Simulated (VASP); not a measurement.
## Al32H (a cell with a defect): single point with PBEsol

Al32H (a cell with a defect):

```
CELL_PARAMETERS angstrom
8.10000 0.00000 0.00000
0.00000 8.10000 0.00000
0.00000 0.00000 8.10000
ATOMIC_POSITIONS crystal
Al 0.49969 0.00369 0.00387
Al 0.74897 0.25318 0.00400
Al 0.74898 0.00383 0.25336
Al 0.99891 0.00280 0.00298
Al 0.24844 0.25313 0.00445
Al 0.49866 0.50309 0.00298
Al 0.74936 0.75268 0.00443
Al 0.24844 0.00424 0.25327
Al 0.49945 0.25307 0.25325
Al 0.74885 0.50192 0.25316
Al 0.49866 0.00281 0.50324
Al 0.74885 0.25297 0.50212
Al 0.74934 0.00422 0.75286
Al 0.99962 0.50364 0.00355
Al 0.24818 0.75241 0.01184
Al 0.99775 0.25300 0.25318
Al 0.24883 0.50153 0.25423
Al 0.50053 0.75263 0.25327
Al 0.99963 0.00335 0.50382
Al 0.24882 0.25407 0.50166
Al 0.49942 0.50353 0.50370
Al 0.75051 0.75310 0.50184
Al 0.24815 0.01182 0.75261
Al 0.50054 0.25310 0.75282
Al 0.75052 0.50167 0.75328
Al 0.99738 0.75301 0.25423
Al 0.99909 0.50325 0.50341
Al 0.24915 0.75293 0.49909
Al 0.99735 0.25408 0.75320
Al 0.24915 0.49891 0.75311
Al 0.50939 0.75200 0.75222
Al 0.99609 0.75318 0.75337
H 0.27392 0.77292 0.77247
```

| Property | Result |
| --- | --- |
| Program | VASP 6.6.1 |
| Task | single point |
| Functional | PBEsol |
| Potentials or basis | VASP PAW PBE potentials, release 64 (Al, H) |
| Cutoff | 520 eV |
| k mesh | 3 × 3 × 3 |
| Occupations | gaussian, width 0.15 eV |
| Spin | no spin polarisation |

The pressure is -1.3 GPa, the largest force is 0.115 eV/Å and the band gap on the k mesh is zero (an odd number of electrons rules out a gap without spin polarisation).

Forces on the atoms (eV/Å):
```
Al  -0.010 -0.011 -0.011
Al   0.003  0.003 -0.001
Al   0.003  0.000  0.003
Al   0.010  0.002  0.003
Al   0.008  0.004  0.001
Al   0.003  0.004  0.001
Al   0.002  0.005  0.007
Al   0.009  0.001  0.004
Al   0.006  0.003  0.004
Al   0.002  0.005  0.003
Al   0.003  0.001  0.005
Al   0.002  0.003  0.006
Al   0.003  0.007  0.005
Al   0.006  0.001 -0.003
Al   0.015  0.008 -0.015
Al   0.006  0.002  0.002
Al   0.005  0.003 -0.007
Al  -0.004  0.007  0.003
Al   0.006 -0.003  0.000
Al   0.004 -0.008  0.004
Al  -0.002  0.003  0.004
Al  -0.007  0.003 -0.005
Al   0.016 -0.014  0.007
Al  -0.005  0.003  0.007
Al  -0.006 -0.006  0.002
Al   0.007  0.000 -0.008
Al   0.011  0.003  0.003
Al   0.002  0.007  0.016
Al   0.007 -0.007  0.000
Al   0.002  0.015  0.007
Al  -0.016  0.012  0.011
Al  -0.003 -0.005 -0.005
H   -0.086 -0.056 -0.052
```

Levels at points of the mesh, in eV from the Fermi level:
| k point | band 46 | band 47 | band 48 | band 49 | band 50 | band 51 |
| --- | --- | --- | --- | --- | --- | --- |
| (0.00, 0.00, 0.00) | -0.52 | 0.21 | 0.22 | 0.27 | 0.27 | 0.27 |

Wall time 7.4 min on 1 thread of Intel(R) Xeon(R) 6975P-C (Granite Rapids), on a shared host, peak memory 0.65 GiB.

Caveat: the PAW data sets were made with another functional, which shifts forces and pressure a little.
